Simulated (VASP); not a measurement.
## GeSb2: single point with PBE

The system is GeSb2.

```xyz
3
Lattice="5.3924 0.0000 0.0000 -2.6962 4.6700 0.0000 0.0000 0.0000 3.0777" Properties=species:S:1:pos:R:3 pbc="T T T"
Ge    0.0000    0.0000    0.0000
Sb    0.0000    3.1133    1.5389
Sb    2.6962    1.5567    1.5389
```

```yaml
Program: VASP 6.6.1
Task: single point
Functional: PBE
Potentials_or_basis: VASP PAW PBE potentials, release 64 (Ge_d, Sb)
Cutoff: 520 eV
k_mesh: 12 × 12 × 14
Occupations: gaussian, width 0.1 eV
Spin: no spin polarisation
Dipole_correction: no
Further_INCAR_settings: ALGO = Fast; EDIFF = 1e-06; NBANDS = 19
```

- Pressure: 0.0 GPa
- Band gap on the k mesh: zero (bands 12 and 13 overlap by 4.66 eV)

Levels at points of the mesh, in eV from the Fermi level:
| k point | band 10 | band 11 | band 12 | band 13 | band 14 | band 15 |
| --- | --- | --- | --- | --- | --- | --- |
| (0.00, 0.00, 0.00) | -4.04 | -3.16 | -3.16 | 2.94 | 5.43 | 5.43 |
| (0.50, 0.00, 0.00) | -1.15 | -0.41 | 1.36 | 1.37 | 2.31 | 4.39 |
| (0.00, 0.00, 0.50) | -2.42 | -1.81 | -1.81 | -1.76 | 0.37 | 0.37 |
| (0.50, 0.00, 0.50) | -3.46 | -3.35 | -2.60 | -0.21 | 1.77 | 2.63 |

Run time: 2.3 min on 1 thread of Oxide Virtual Turin-like Processor (shared host), peak memory 0.32 GiB.

Caveat: spin-orbit coupling is left out, which moves the levels of the heavy elements.
